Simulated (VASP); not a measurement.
# Re3B2 (P-3m1) in VASP: notebook

Runs on Re3B2. Level: PBE. Tasks: single point, relaxation of cell and atoms.

Program: VASP 6.6.1. These are calculated values, not measurements. Logs are shortened: lines on timing, memory, paths and dates and some standing lists are left out, and cuts for length are marked.

## (1) The cell of the first run

Symmetry: P-3m1, No. 164, trigonal system. Conventional cell: a = 3.543 Å, b = 3.543 Å, c = 5.605 Å, α = 90.00°, β = 90.00°, γ = 120.00°. Within 3.2 Å of Re (site symmetry -3m) lie 6 B at 2.41 Å and 6 Re at 2.84 Å. Re (site symmetry 3m) has 4 B at 2.16 to 2.37 Å and 6 Re at 2.64 to 2.84 Å within 2.9 Å. B (site symmetry 3m) has 7 Re at 2.16 to 2.41 Å within 2.9 Å.

## (2) Single point, PBE

Input file INCAR:

```
SYSTEM = Re3B2
PREC = Accurate ; ENCUT = 520
EDIFF = 1E-6 ; ISMEAR = 0
SIGMA = 0.1 ; LREAL = .FALSE.
LASPH = .TRUE. ; NELM = 60
ALGO = Fast ; ISIF = 2
LWAVE = .FALSE. ; LCHARG = .FALSE.
GGA = PE ; NBANDS = 22
```

Input file KPOINTS:

```
regular mesh
0
G
  12 12 8
  0 0 0
```

Input file POSCAR:

```
Re3B2
1.0
    3.5429783526      0.0000000000      0.0000000000
   -1.7714891763      3.0683092584      0.0000000000
    0.0000000000      0.0000000000      5.6047703603
Re B
3 2
Direct
    0.0000000000      0.0000000000      0.0000000000
    0.3333333333      0.6666666667      0.6492193331
    0.6666666667      0.3333333333      0.3507806669
    0.3333333333      0.6666666667      0.2271934435
    0.6666666667      0.3333333333      0.7728065565
```

Potentials or basis: VASP PAW PBE potentials, release 64 (Re, B).

Started as:

```console
> cat potpaw_PBE.64/Re/POTCAR potpaw_PBE.64/B/POTCAR > POTCAR
> mpirun -np 1 vasp_std > vasp.out
```

OUTCAR:

```text
SYSTEM = Re3B2
   PREC = Accurate
   ENCUT = 520
   EDIFF = 1E-6
   ISMEAR = 0
   LREAL = .FALSE.
   LASPH = .TRUE.
   NELM = 60
   ISIF = 2
   GGA = PE

 ion  position               nearest neighbor table
   1  0.000  0.000  0.000-   4 2.41   5 2.41   4 2.41   5 2.41   5 2.41   4 2.41   2 2.84   3 2.84
                             2 2.84   3 2.84   2 2.84   3 2.84
   2  0.333  0.667  0.649-   5 2.16   5 2.16   5 2.16   4 2.37   3 2.64   3 2.64   3 2.64   1 2.84
                             1 2.84   1 2.84
   3  0.667  0.333  0.351-   4 2.16   4 2.16   4 2.16   5 2.37   2 2.64   2 2.64   2 2.64   1 2.84
                             1 2.84   1 2.84
   4  0.333  0.667  0.227-   3 2.16   3 2.16   3 2.16   2 2.37   1 2.41   1 2.41   1 2.41
   5  0.667  0.333  0.773-   2 2.16   2 2.16   2 2.16   3 2.37   1 2.41   1 2.41   1 2.41

  LATTYP: Found a hexagonal cell.
 ALAT       =     3.5429783526
 C/A-ratio  =     1.5819375120

  Lattice vectors:

 A1 = (   3.5429783526,   0.0000000000,   0.0000000000)
 A2 = (  -1.7714891763,   3.0683092584,   0.0000000000)
 A3 = (   0.0000000000,   0.0000000000,   5.6047703603)

Analysis of symmetry for initial positions (statically):
=====================================================================
 Subroutine PRICEL returns:
 Original cell was already a primitive cell.

 Routine SETGRP: Setting up the symmetry group for a
 hexagonal supercell.

 Subroutine GETGRP returns: Found 12 space group operations
 (whereof 12 operations were pure point group operations)
 out of a pool of 24 trial point group operations.

The static configuration has the point symmetry D_3d.

Analysis of symmetry for dynamics (positions and initial velocities):
=====================================================================
 Subroutine PRICEL returns:
 Original cell was already a primitive cell.

 Routine SETGRP: Setting up the symmetry group for a
 hexagonal supercell.

 Subroutine GETGRP returns: Found 12 space group operations
 (whereof 12 operations were pure point group operations)
 out of a pool of 24 trial point group operations.

The dynamic configuration has the point symmetry D_3d.

 Subroutine INISYM returns: Found 12 space group operations
 (whereof 12 operations are pure point group operations),
 and found     1 'primitive' translations

----------------------------------------------------------------------------------------

                                     Primitive cell

  volume of cell :      60.9292

  direct lattice vectors                    reciprocal lattice vectors
     3.542978353  0.000000000  0.000000000     0.282248408  0.162956194  0.000000000
    -1.771489176  3.068309258  0.000000000     0.000000000  0.325912389  0.000000000
     0.000000000  0.000000000  5.604770360     0.000000000  0.000000000  0.178419442

  length of vectors
     3.542978353  3.542978353  5.604770360     0.325912389  0.325912389  0.178419442

  position of ions in fractional coordinates (direct lattice)
     0.000000000  0.000000000  0.000000000
     0.333333333  0.666666667  0.649219333
     0.666666667  0.333333333  0.350780667
     0.333333333  0.666666667  0.227193443
     0.666666667  0.333333333  0.772806557

  ion indices of the primitive-cell ions
   primitive index   ion index
                 1           1
                 2           2
                 3           3
                 4           4
                 5           5

----------------------------------------------------------------------------------------

 KPOINTS: regular mesh

Automatic generation of k-mesh.
 Grid dimensions read from file:
 generate k-points for:   12   12    8

 Generating k-lattice:

  Cartesian coordinates                     Fractional coordinates (reciprocal lattice)
     0.023520701  0.013579683  0.000000000     0.083333333  0.000000000  0.000000000
     0.000000000  0.027159366  0.000000000     0.000000000  0.083333333  0.000000000
     0.000000000  0.000000000  0.022302430     0.000000000  0.000000000  0.125000000

  Length of vectors
     0.027159366  0.027159366  0.022302430

  Shift w.r.t. Gamma in fractional coordinates (k-lattice)
     0.000000000  0.000000000  0.000000000

 Subroutine IBZKPT returns following result:
 ===========================================

 Found    131 irreducible k-points:

 Following reciprocal coordinates:
            Coordinates               Weight
  0.000000  0.000000  0.000000      1.000000
  0.083333 -0.000000  0.000000      6.000000
  0.166667 -0.000000  0.000000      6.000000
  0.250000 -0.000000  0.000000      6.000000
  0.333333 -0.000000  0.000000      6.000000
  0.416667 -0.000000  0.000000      6.000000
[... 16 lines left out ...]
  0.166667 -0.000000  0.125000      6.000000
  0.000000  0.166667  0.125000      6.000000
 [... further k-points ...]
   k-points           NKPTS =    131   k-points in BZ     NKDIM =    131   number of bands    NBANDS=     22
   number of dos      NEDOS =    301   number of ions     NIONS =      5
   total plane-waves  NPLWV =  32928
   dimension x,y,z NGX =    28 NGY =   28 NGZ =   42
   dimension x,y,z NGXF=    56 NGYF=   56 NGZF=   84
   ions per type =               3   2
   NGX,Y,Z   is equivalent  to a cutoff of  13.14, 13.14, 12.46 a.u.
   NGXF,Y,Z  is equivalent  to a cutoff of  26.28, 26.28, 24.92 a.u.
 SYSTEM =  Re3B2
   PREC   = accura    normal or accurate (medium, high low for compatibility)
   ISTART =      0    job   : 0-new  1-cont  2-samecut
   ICHARG =      2    charge: 1-file 2-atom 10-const
   ISPIN  =      1    spin polarized calculation?
   LNONCOLLINEAR =      F non collinear calculations
   LSORBIT =      F    spin-orbit coupling
   LASPH  =      T    aspherical Exc in radial PAW
   ENCUT  =  520.0 eV  38.22 Ry    6.18 a.u.   6.59  6.59 10.42*2*pi/ulx,y,z
   NELM   =     60;   NELMIN=  2; NELMDL= -5     # of ELM steps
   EDIFF  = 0.1E-05   stopping-criterion for ELM
   LREAL  =      F    real-space projection
   EDIFFG = 0.1E-04   stopping-criterion for IOM
   NSW    =      0    number of steps for IOM
   IBRION =     -1    ionic relax: 0-MD 1-quasi-New 2-CG
   NFREE  =      0    steps in history (QN), initial steepest desc. (CG)
   ISIF   =      2    stress and relaxation
   ISYM   =      2    0-nonsym 1-usesym 2-fastsym
   POTIM  = 0.5000    time-step for ionic-motion
   TEBEG  =    0.0;   TEEND  =   0.0 temperature during run
   PSTRESS=    0.0 pullay stress
   NELECT =      27.0000    total number of electrons
   NUPDOWN=      -1.0000    fix difference up-down
   EMIN   =  10.00;   EMAX   =-10.00  energy-range for DOS
   EFERMI =   0.00;   METHOD = LEGACY
   ISMEAR =     0;   SIGMA  =   0.10  broadening in eV -4-tet -1-fermi 0-gaus
   EFERMI_NEDOS =   21; number of points for ismear=-14 and -15
   IALGO  =     68    algorithm
   IMIX   =      4    mixing-type and parameters
     AMIX     =   0.40;   BMIX     =  1.00
     AMIX_MAG =   1.60;   BMIX_MAG =  1.00
  volume/ion in A,a.u.               =      12.19        82.23
  Fermi-wavevector in a.u.,A,eV,Ry     =   1.248114  2.358594 21.195001  1.557789
  Thomas-Fermi vector in A             =   2.382215
   LORBIT       =      0    0 simple, 1 ext, 2 COOP (PROOUT), +10 PAW based schemes
   GGA     = PE    functional components
   LHFCALC =     F    Hartree Fock is set to
   AEXX    =    0.0000 exact exchange contribution
   IVDW    =     0    specifies the selected vdW correction
   LEPSILON=     F    determine dielectric tensor
   LRPA    =     F    only Hartree local field effects (RPA)
 non-spin polarized calculation
 RMM-DIIS sequential band-by-band and
 Gauss-broadening in eV      SIGMA  =   0.10
  energy-cutoff  :      520.00
  volume of cell :       60.93
 maximum number of plane-waves:      1677
 NGX is ok and might be reduce to    28
   NGX = 13   NGY = 13   NGZ = 21

 number of electron      27.0000001 magnetization

 Free energy of the ion-electron system (eV)
  ---------------------------------------------------
  ext. energy  EPLUGINS =         0.00000000
  ---------------------------------------------------
  free energy    TOTEN  =       -49.05314417 eV

  energy without entropy =      -49.03070886  energy(sigma->0) =      -49.04192651

 E-fermi :   7.5750     XC(G=0): -12.9914

 val. band max:        7.5746499200   @ k =   0.5000  -0.0000   0.0000
 cond. band min:       7.5796755982   @ k =   0.2500   0.1667   0.2500
 fundamental gap:      0.0050256782
 Fermi energy:         7.5749627136

 k-point     1 :       0.0000    0.0000    0.0000
  band No.  band energies     occupation
      1      -4.3813      2.00000
      2      -1.2622      2.00000
      3       0.7126      2.00000
      4       2.2587      2.00000
      5       2.2587      2.00000
      6       2.5383      2.00000
[... 14 lines left out ...]
     21      13.2992      0.00000
     22      13.2997      0.00000

 k-point     2 :       0.0833   -0.0000    0.0000
  band No.  band energies     occupation
      1      -4.2475      2.00000
      2      -1.2202      2.00000
      3       0.8175      2.00000
      4       2.1521      2.00000
      5       2.2283      2.00000
      6       2.5753      2.00000
[... 14 lines left out ...]
     21      13.2384      0.00000
     22      13.4495      0.00000

 k-point     3 :       0.1667   -0.0000    0.0000
  band No.  band energies     occupation
      1      -3.8581      2.00000
      2      -1.1276      2.00000
      3       1.0637      2.00000
      4       2.1021      2.00000
      5       2.2828      2.00000
      6       2.4939      2.00000
[... 14 lines left out ...]
     21      13.5516      0.00000
     22      13.7285      0.00000
[... 476 lines left out ...]
 k-point    23 :       0.1667   -0.0000    0.1250
  band No.  band energies     occupation
      1      -3.7782      2.00000
      2      -1.2444      2.00000
      3       1.0196      2.00000
      4       2.0165      2.00000
      5       2.0639      2.00000
      6       2.3288      2.00000
[... 14 lines left out ...]
     21      13.7679      0.00000
     22      14.0303      0.00000

 k-point    24 :       0.0000    0.1667    0.1250
  band No.  band energies     occupation
      1      -3.7705      2.00000
      2      -1.2057      2.00000
      3       0.8303      2.00000
      4       1.8949      2.00000
      5       2.5785      2.00000
      6       2.7017      2.00000
[... 14 lines left out ...]
     21      13.6724      0.00000
     22      14.1960      0.00000

 [... further k-points ...]
[... 5 lines left out ...]
  --------------------------------------------------------------------------------------
  -------------------------------------------------------------------------------------
  Total        0.3725583      0.3725583      0.2154018      0.0000000     -0.0000000      0.0000000
  in kB        9.7966898      9.7966898      5.6641450      0.0000000     -0.0000000      0.0000000
  external PRESSURE =       8.4191749 kB  Pullay stress =       0.0000000 kB

 VOLUME and BASIS-vectors are now :
 -----------------------------------------------------------------------------
  energy-cutoff  :      520.00
  volume of cell :       60.93
      direct lattice vectors                 reciprocal lattice vectors
     3.542978353  0.000000000  0.000000000     0.282248408  0.162956194  0.000000000
    -1.771489176  3.068309258  0.000000000     0.000000000  0.325912389  0.000000000
     0.000000000  0.000000000  5.604770360     0.000000000  0.000000000  0.178419442

 POSITION                                       TOTAL-FORCE (eV/Angst)
 -----------------------------------------------------------------------------------
      0.00000      0.00000      0.00000        -0.000000      0.000000      0.000000
     -0.00000      2.04554      3.63873        -0.000000      0.000000     -0.060827
      1.77149      1.02277      1.96605         0.000000     -0.000000      0.060827
     -0.00000      2.04554      1.27337         0.000000      0.000000     -0.057487
      1.77149      1.02277      4.33140        -0.000000      0.000000      0.057487
 -----------------------------------------------------------------------------------
    total drift:                                0.000000     -0.000000      0.000000

  FREE ENERGIE OF THE ION-ELECTRON SYSTEM (eV)
  ---------------------------------------------------
  free  energy   TOTEN  =       -49.0531441730 eV

  energy  without entropy=      -49.0307088560  energy(sigma->0) =      -49.04192651
```

Run time: 4.7 min. Hardware: 1 thread of AMD EPYC 9R45 (Zen 5), shared host; peak memory 0.26 GiB.

What came out:

| Quantity | Value |
| --- | --- |
| Free energy | -49.0531 eV |
| Pressure | 0.8 GPa |
| Largest force | 0.061 eV/Å |

Forces in eV/Å, atoms in the order of the input:
```
Re   0.000  0.000  0.000
Re   0.000  0.000 -0.061
Re   0.000  0.000  0.061
B    0.000  0.000 -0.057
B    0.000  0.000  0.057
```

Stress tensor (GPa, compression positive):
```
0.98 0.00 0.00
0.00 0.98 0.00
0.00 0.00 0.57
```

Caveat: spin-orbit coupling is left out, which moves the levels of the heavy elements.

(Continued in part 2 of 2.)
